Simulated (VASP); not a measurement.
# Ge in VASP: further runs

Runs on Ge. Level: PBE+D3(BJ). Tasks: single point.

All numbers are computed with VASP 6.6.1; they aren't measurements. Logs are shortened: lines on timing, memory, paths and dates and some standing lists are left out, and cuts for length are marked.

### Step 1. The cell of the first run

The cell holds a slab with vacuum, 4 atoms: a = 4.023 Å, b = 4.023 Å, c = 18.869 Å, α = 90.00°, β = 90.00°, γ = 120.00°.

### Step 2. Single point, PBE+D3(BJ)

File INCAR:

```
PREC     = Accurate       # precision mode
ENCUT    = 520            # plane-wave cutoff, eV
EDIFF    = 1E-6           # SCF threshold, eV
ISMEAR   = 0              # smearing method
SIGMA    = 0.1            # smearing width, eV
LREAL    = F              # projectors in reciprocal space
LASPH    = T              # aspherical terms in the spheres
NELM     = 80             # most SCF steps
ALGO     = Normal         # electronic algorithm
ISIF     = 2              # what is computed and relaxed
LWAVE    = F              # write WAVECAR
LCHARG   = F              # write CHGCAR
LDIPOL   = T            
IDIPOL   = 3            
DIPOL    = 0.5 0.5 0.381
GGA      = PE             # functional
IVDW     = 12             # dispersion correction
NBANDS   = 36             # bands
```

File KPOINTS:

```
regular mesh
0
Gamma
  9 9 1
```

File POSCAR:

```
Ge
1.0
    4.0226895460      0.0000000000      0.0000000000
   -2.0113447730      3.4837513384      0.0000000000
    0.0000000000      0.0000000000     18.8685220369
Ge
4
Direct
    0.3333333333      0.6666666667      0.2747571330
    0.6666666667      0.3333333333      0.2384924474
    0.2222222222      0.7777777778      0.5240750716
    0.5555555556      0.4444444444      0.4878103860
```

Potentials or basis: VASP PAW PBE potentials, release 64 (Ge_d).

On the command line:

```
$ cat potpaw_PBE.64/Ge_d/POTCAR > POTCAR
$ mpirun -np 1 vasp_std > vasp.out
```

OUTCAR:

```text
PREC = Accurate
   ENCUT = 520
   EDIFF = 1E-6
   ISMEAR = 0
   LREAL = F
   LASPH = T
   NELM = 80
   ISIF = 2
   GGA = PE
   IVDW = 12
 IVDW          = 12

 ion  position               nearest neighbor table
   1  0.333  0.667  0.275-   2 2.42   2 2.42   2 2.42
   2  0.667  0.333  0.238-   1 2.42   1 2.42   1 2.42
   3  0.222  0.778  0.524-   4 2.42   4 2.42   4 2.42
   4  0.556  0.444  0.488-   3 2.42   3 2.42   3 2.42

  LATTYP: Found a hexagonal cell.
 ALAT       =     4.0226895460
 C/A-ratio  =     4.6905240440

  Lattice vectors:

 A1 = (   4.0226895460,   0.0000000000,   0.0000000000)
 A2 = (  -2.0113447730,   3.4837513384,   0.0000000000)
 A3 = (   0.0000000000,   0.0000000000,  18.8685220369)

Analysis of symmetry for initial positions (statically):
=====================================================================
 Subroutine PRICEL returns:
 Original cell was already a primitive cell.

 Routine SETGRP: Setting up the symmetry group for a
 hexagonal supercell.

 Subroutine GETGRP returns: Found  4 space group operations
 (whereof  2 operations were pure point group operations)
 out of a pool of 24 trial point group operations.

The static configuration has the point symmetry C_1h.
 The point group associated with its full space group is C_2h.

Analysis of symmetry for dynamics (positions and initial velocities):
=====================================================================
 Subroutine PRICEL returns:
 Original cell was already a primitive cell.

 Routine SETGRP: Setting up the symmetry group for a
 hexagonal supercell.

 Subroutine GETGRP returns: Found  4 space group operations
 (whereof  2 operations were pure point group operations)
 out of a pool of 24 trial point group operations.

The dynamic configuration has the point symmetry C_1h.
 The point group associated with its full space group is C_2h.

 Subroutine INISYM returns: Found  4 space group operations
 (whereof  2 operations are pure point group operations),
 and found     1 'primitive' translations

----------------------------------------------------------------------------------------

                                     Primitive cell

  volume of cell :     264.4244

  direct lattice vectors                    reciprocal lattice vectors
     4.022689546  0.000000000  0.000000000     0.248589902  0.143523447  0.000000000
    -2.011344773  3.483751338  0.000000000     0.000000000  0.287046894  0.000000000
     0.000000000  0.000000000 18.868522037     0.000000000  0.000000000  0.052998322

  length of vectors
     4.022689546  4.022689546 18.868522037     0.287046894  0.287046894  0.052998322

  position of ions in fractional coordinates (direct lattice)
     0.333333333  0.666666667  0.274757133
     0.666666667  0.333333333  0.238492447
     0.222222222  0.777777778  0.524075072
     0.555555556  0.444444444  0.487810386

  ion indices of the primitive-cell ions
   primitive index   ion index
                 1           1
                 2           2
                 3           3
                 4           4

----------------------------------------------------------------------------------------

 KPOINTS: regular mesh

Automatic generation of k-mesh.
 Grid dimensions read from file:
 generate k-points for:    9    9    1

 Generating k-lattice:

  Cartesian coordinates                     Fractional coordinates (reciprocal lattice)
     0.027621100  0.015947050  0.000000000     0.111111111  0.000000000  0.000000000
     0.000000000  0.031894099  0.000000000     0.000000000  0.111111111  0.000000000
     0.000000000  0.000000000  0.052998322     0.000000000  0.000000000  1.000000000

  Length of vectors
     0.031894099  0.031894099  0.052998322

  Shift w.r.t. Gamma in fractional coordinates (k-lattice)
     0.000000000  0.000000000  0.000000000

 Subroutine IBZKPT returns following result:
 ===========================================

 Found     25 irreducible k-points:

 Following reciprocal coordinates:
            Coordinates               Weight
  0.000000  0.000000  0.000000      1.000000
  0.111111  0.000000  0.000000      4.000000
 -0.111111  0.111111  0.000000      2.000000
  0.222222  0.000000  0.000000      4.000000
 -0.222222  0.222222  0.000000      2.000000
  0.333333  0.000000  0.000000      4.000000
[... 16 lines left out ...]
 -0.222222 -0.444444  0.000000      4.000000
  0.444444  0.333333  0.000000      4.000000
   k-points           NKPTS =     25   k-points in BZ     NKDIM =     25   number of bands    NBANDS=     36
   number of dos      NEDOS =    301   number of ions     NIONS =      4
   total plane-waves  NPLWV = 126000
   dimension x,y,z NGX =    30 NGY =   30 NGZ =  140
   dimension x,y,z NGXF=    60 NGYF=   60 NGZF=  280
   ions per type =               4
   NGX,Y,Z   is equivalent  to a cutoff of  12.40, 12.40, 12.34 a.u.
   NGXF,Y,Z  is equivalent  to a cutoff of  24.80, 24.80, 24.67 a.u.
 SYSTEM =  unknown system
   PREC   = accura    normal or accurate (medium, high low for compatibility)
   ISTART =      0    job   : 0-new  1-cont  2-samecut
   ICHARG =      2    charge: 1-file 2-atom 10-const
   ISPIN  =      1    spin polarized calculation?
   LNONCOLLINEAR =      F non collinear calculations
   LSORBIT =      F    spin-orbit coupling
   LASPH  =      T    aspherical Exc in radial PAW
   ENCUT  =  520.0 eV  38.22 Ry    6.18 a.u.   7.48  7.48 35.08*2*pi/ulx,y,z
   NELM   =     80;   NELMIN=  2; NELMDL= -5     # of ELM steps
   EDIFF  = 0.1E-05   stopping-criterion for ELM
   LREAL  =      F    real-space projection
   EDIFFG = 0.1E-04   stopping-criterion for IOM
   NSW    =      0    number of steps for IOM
   IBRION =     -1    ionic relax: 0-MD 1-quasi-New 2-CG
   NFREE  =      0    steps in history (QN), initial steepest desc. (CG)
   ISIF   =      2    stress and relaxation
   ISYM   =      2    0-nonsym 1-usesym 2-fastsym
   POTIM  = 0.5000    time-step for ionic-motion
   TEBEG  =    0.0;   TEEND  =   0.0 temperature during run
   PSTRESS=    0.0 pullay stress
   NELECT =      56.0000    total number of electrons
   NUPDOWN=      -1.0000    fix difference up-down
   EMIN   =  10.00;   EMAX   =-10.00  energy-range for DOS
   EFERMI =   0.00;   METHOD = LEGACY
   ISMEAR =     0;   SIGMA  =   0.10  broadening in eV -4-tet -1-fermi 0-gaus
   EFERMI_NEDOS =   21; number of points for ismear=-14 and -15
   IALGO  =     38    algorithm
   IMIX   =      4    mixing-type and parameters
     AMIX     =   0.40;   BMIX     =  1.00
     AMIX_MAG =   1.60;   BMIX_MAG =  1.00
  volume/ion in A,a.u.               =      66.11       446.11
  Fermi-wavevector in a.u.,A,eV,Ry     =   0.975821  1.844035 12.955840  0.952227
  Thomas-Fermi vector in A             =   2.106391
   LORBIT       =      0    0 simple, 1 ext, 2 COOP (PROOUT), +10 PAW based schemes
   GGA     = PE    functional components
   LHFCALC =     F    Hartree Fock is set to
   AEXX    =    0.0000 exact exchange contribution
   IVDW    =    12    specifies the selected vdW correction
   LEPSILON=     F    determine dielectric tensor
   LRPA    =     F    only Hartree local field effects (RPA)
 non-spin polarized calculation
 Gauss-broadening in eV      SIGMA  =   0.10
  energy-cutoff  :      520.00
  volume of cell :      264.42
 maximum number of plane-waves:      7165
 NGX is ok and might be reduce to    30
   NGX = 15   NGY = 15   NGZ = 71

 dipolmoment           0.000000      0.000000      0.000088 electrons x Angstroem

 number of electron      56.0000004 magnetization

 dipolmoment           0.000000      0.000000     -0.000002 electrons x Angstroem

 Free energy of the ion-electron system (eV)
  ---------------------------------------------------
  ext. energy  EPLUGINS =         0.00000000
  ---------------------------------------------------
  free energy    TOTEN  =       -16.18288970 eV

  energy without entropy =      -16.18281645  energy(sigma->0) =      -16.18285307

 E-fermi :  -1.3525     XC(G=0):  -4.4275

 val. band max:       -1.5432461887   @ k =   0.3333   0.3333   0.0000
 cond. band min:      -1.1615509711   @ k =   0.3333   0.3333   0.0000
 fundamental gap:      0.3816952176
 Fermi energy:        -1.3524577289

 k-point     1 :       0.0000    0.0000    0.0000
  band No.  band energies     occupation
      1     -25.8544      2.00000
      2     -25.8543      2.00000
      3     -25.8543      2.00000
      4     -25.8543      2.00000
      5     -25.8039      2.00000
      6     -25.8039      2.00000
[... 28 lines left out ...]
     35       2.5708      0.00000
     36       2.6161      0.00000

 k-point     2 :       0.1111    0.0000    0.0000
  band No.  band energies     occupation
      1     -25.8609      2.00000
      2     -25.8608      2.00000
      3     -25.8590      2.00000
      4     -25.8589      2.00000
      5     -25.8166      2.00000
      6     -25.8163      2.00000
[... 28 lines left out ...]
     35       3.0619      0.00000
     36       3.0969      0.00000

 k-point     3 :      -0.1111    0.1111    0.0000
  band No.  band energies     occupation
      1     -25.8608      2.00000
      2     -25.8607      2.00000
      3     -25.8591      2.00000
      4     -25.8590      2.00000
      5     -25.8166      2.00000
      6     -25.8163      2.00000
[... 28 lines left out ...]
     35       3.0100      0.00000
     36       3.1172      0.00000
[... 742 lines left out ...]
 k-point    23 :      -0.2222   -0.4444    0.0000
  band No.  band energies     occupation
      1     -25.8932      2.00000
      2     -25.8931      2.00000
      3     -25.8643      2.00000
      4     -25.8641      2.00000
      5     -25.8564      2.00000
      6     -25.8562      2.00000
[... 28 lines left out ...]
     35       4.3380      0.00000
     36       5.2553      0.00000

 k-point    24 :       0.4444    0.3333    0.0000
  band No.  band energies     occupation
      1     -25.8932      2.00000
      2     -25.8931      2.00000
      3     -25.8644      2.00000
      4     -25.8641      2.00000
      5     -25.8564      2.00000
      6     -25.8561      2.00000
[... 28 lines left out ...]
     35       4.3677      0.00000
     36       5.2604      0.00000

 [... further k-points ...]

------------------------ aborting loop because EDIFF is reached ----------------------------------------

 vacuum level on the upper side and lower side of the slab       (xc-potential included)        -0.122        -0.123

 Edisp (eV)   -0.78504

 E8    (eV) :    -0.3598

  FORCE on cell =-STRESS in cart. coord.  units (eV):
  Direction    XX          YY          ZZ          XY          YZ          ZX
  --------------------------------------------------------------------------------------
  -------------------------------------------------------------------------------------
  Total      -0.20482    -0.20426    -0.64987     0.00048     0.07425    -0.12860
  in kB      -1.24104    -1.23766    -3.93763     0.00292     0.44989    -0.77923
  external pressure =       -2.14 kB  Pullay stress =        0.00 kB

 VOLUME and BASIS-vectors are now :
 -----------------------------------------------------------------------------
  energy-cutoff  :      520.00
  volume of cell :      264.42
      direct lattice vectors                 reciprocal lattice vectors
     4.022689546  0.000000000  0.000000000     0.248589902  0.143523447  0.000000000
    -2.011344773  3.483751338  0.000000000     0.000000000  0.287046894  0.000000000
     0.000000000  0.000000000 18.868522037     0.000000000  0.000000000  0.052998322

 POSITION                                       TOTAL-FORCE (eV/Angst)
 -----------------------------------------------------------------------------------
     -0.00000      2.32250      5.18426         0.021997     -0.012700      0.132026
      2.01134      1.16125      4.50000         0.007446     -0.004299      0.013312
     -0.67045      2.70958      9.88852        -0.007446      0.004299     -0.013312
      1.34090      1.54833      9.20426        -0.021997      0.012700     -0.132026
 -----------------------------------------------------------------------------------
    total drift:                                0.000004     -0.000005      0.000355

  FREE ENERGIE OF THE ION-ELECTRON SYSTEM (eV)
  ---------------------------------------------------
  free  energy   TOTEN  =       -16.9679304695 eV

  energy  without entropy=      -16.9678572144  energy(sigma->0) =      -16.96789384

 vacuum level on the upper side and lower side of the slab         3.036         3.037
```

Wall time 8.7 min (1 thread of Intel Xeon 8259CL, shared host); peak memory 0.45 GiB.

Results:

```yaml
Free_energy: -16.9679 eV
Largest_force: 0.134 eV/Å
Band_gap_on_the_k_mesh: 0.38 eV, direct
Dispersion_energy_per_atom: -0.196 eV
```

Forces on the atoms (eV/Å):
```
Ge   0.022 -0.013  0.132
Ge   0.007 -0.004  0.013
Ge  -0.007  0.004 -0.013
Ge  -0.022  0.013 -0.132
```

Levels at points of the mesh, in eV from the valence-band top:
```
           k point  band 26  band 27  band 28  band 29  band 30  band 31
(0.00, 0.00, 0.00)    -0.26    -0.24    -0.24     0.71     0.83     2.20
```

### Step 3. Single point, PBE+D3(BJ)

Edit INCAR of step 2 so:

```diff
@@ -7,3 +7,3 @@
 LASPH    = T              # aspherical terms in the spheres
-NELM     = 80             # most SCF steps
+NELM     = 60             # most SCF steps
 ALGO     = Normal         # electronic algorithm
@@ -11,8 +11,11 @@
 LWAVE    = F              # write WAVECAR
-LCHARG   = F              # write CHGCAR
+LCHARG   = T              # write CHGCAR
 LDIPOL   = T            
 IDIPOL   = 3            
-DIPOL    = 0.5 0.5 0.381
+DIPOL    = 0.5 0.5 0.399
 GGA      = PE             # functional
 IVDW     = 12             # dispersion correction
+LELF     = T              # ELF
+LVHAR    = T            
+LVACPOTAV= T            
 NBANDS   = 36             # bands
```

KPOINTS is that of step 2.

Edit POSCAR of step 2 so:

```diff
@@ -10,3 +10,3 @@
     0.6666666667      0.3333333333      0.2384924474
-    0.2222222222      0.7777777778      0.5240750716
-    0.5555555556      0.4444444444      0.4878103860
+    0.2222222222      0.7777777778      0.5601139303
+    0.5555555556      0.4444444444      0.5238492447
```

Potentials or basis: VASP PAW PBE potentials, release 64 (Ge_d).

On the command line:

```
$ cat potpaw_PBE.64/Ge_d/POTCAR > POTCAR
$ mpirun -np 1 vasp_std > vasp.out
```

Wall time 8.7 min (1 thread of Intel Xeon 8259CL, shared host); peak memory 0.46 GiB.

The run converged. Its results:

| Item | Value |
| --- | --- |
| Free energy | -16.8847 eV |
| Largest force | 0.077 eV/Å |
| Band gap on the k mesh | 0.16 eV, direct |
| Dispersion energy per atom | -0.180 eV |

Forces in eV/Å, atoms in the order of the input:
```
Ge   0.004 -0.002  0.077
Ge   0.002 -0.001  0.020
Ge  -0.002  0.001 -0.020
Ge  -0.004  0.002 -0.077
```

Levels at points of the mesh, in eV from the valence-band top:
```csv
k point,band 25,band 26,band 27,band 28,band 29,band 30,band 31,band 32
"(0.00, 0.00, 0.00)",-0.37,-0.37,-0.36,-0.36,0.62,0.70,2.07,3.04
```
